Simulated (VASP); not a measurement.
**BaMg2Sb2: single point with LDA**

Crystal: BaMg2Sb2.

```
CELL_PARAMETERS angstrom
4.70826 0.00000 0.00000
-2.35413 4.07747 0.00000
0.00000 0.00000 7.96465
ATOMIC_POSITIONS crystal
Ba 0.00000 0.00000 0.00000
Mg 0.33333 0.66667 0.62486
Mg 0.66667 0.33333 0.37514
Sb 0.33333 0.66667 0.26543
Sb 0.66667 0.33333 0.73457
```

```
Program             : VASP 6.6.1
Task                : single point
Functional          : LDA
Potentials or basis : VASP PAW LDA potentials, release 64 (Ba_sv, Mg_sv, Sb_d_GW)
Cutoff              : 840 eV
k mesh              : 6 × 6 × 2
Occupations         : gaussian, width 0.01 eV
Spin                : no spin polarisation
```

| Property | Result |
| --- | --- |
| Pressure | 0.2 GPa |
| Largest force | 0.022 eV/Å |
| Band gap on the k mesh | 0.74 eV (least direct gap 1.50 eV) |

Forces in eV/Å, atoms in the order of the input:
```
Ba   0.000  0.000  0.000
Mg   0.000  0.000  0.004
Mg   0.000  0.000 -0.004
Sb   0.000  0.000  0.022
Sb   0.000  0.000 -0.022
```

Levels at points of the mesh, in eV from the valence-band top:
```
           k point  band 27  band 28  band 29  band 30  band 31  band 32  band 33  band 34
(0.00, 0.00, 0.00)    -1.07    -0.01     0.00     0.00     1.57     1.58     2.15     2.62
(0.50, 0.00, 0.00)    -1.64    -1.58    -1.36    -1.13     0.74     2.76     3.11     3.91
(0.00, 0.00, 0.50)    -0.74    -0.74    -0.54    -0.54     1.45     2.40     2.40     2.43
(0.50, 0.00, 0.50)    -1.89    -1.73    -0.58    -0.56     0.94     1.70     2.67     3.04
```

Run time: 4.4 min on 1 thread of Intel(R) Xeon(R) 6975P-C (Granite Rapids), on a shared host, peak memory 0.46 GiB.

Caveat: semilocal functionals underestimate gaps, and a narrow one can read as zero; spin-orbit coupling is left out, which moves the levels of the heavy elements. A k mesh can miss the band edges.
